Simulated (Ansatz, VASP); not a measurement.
**W3N4 in VASP and in Ansatz**

```
W N
1.0
     4.22049    0.00000    0.00000
     0.00000    4.22049    0.00000
     0.00000    0.00000    4.22049
W N
3 4
Direct
  0.50000 0.50000 0.00000
  0.00000 0.50000 0.50000
  0.50000 0.00000 0.50000
  0.50000 0.50000 0.50000
  0.50000 0.00000 0.00000
  0.00000 0.50000 0.00000
  0.00000 0.00000 0.50000
```

Alike in both runs: functional PBE; k mesh 4 × 4 × 4; occupations gaussian, width 0.1 eV; no spin polarisation.

Ansatz relaxed the structure, and its values are those at the end. VASP's run is a single point on that final structure, the one shown.

|  | VASP | Ansatz |
| --- | --- | --- |
| version | VASP 6.6.1 | Ansatz 0.2.0 |
| potentials or method | VASP PAW PBE potentials, release 64 (W_sv, N), cutoff 520 eV | scalar-relativistic, plane waves, PAW |
| valence electrons in the cell | 62 | 62 |

Ansatz gave:

* gap on the k mesh at the Fermi level (eV): none
* pressure (GPa): 0.0

Estimate VASP's values.

gap on the k mesh at the Fermi level (eV): none; pressure (GPa): 1.3.

A gap of «none» marks a metal or a gap that the smearing closes. With one functional, cell and mesh, what is left measures potentials, basis and numerics.

The k mesh is coarse, so the values compare programs but aren't converged. Neither program's run includes spin-orbit coupling.
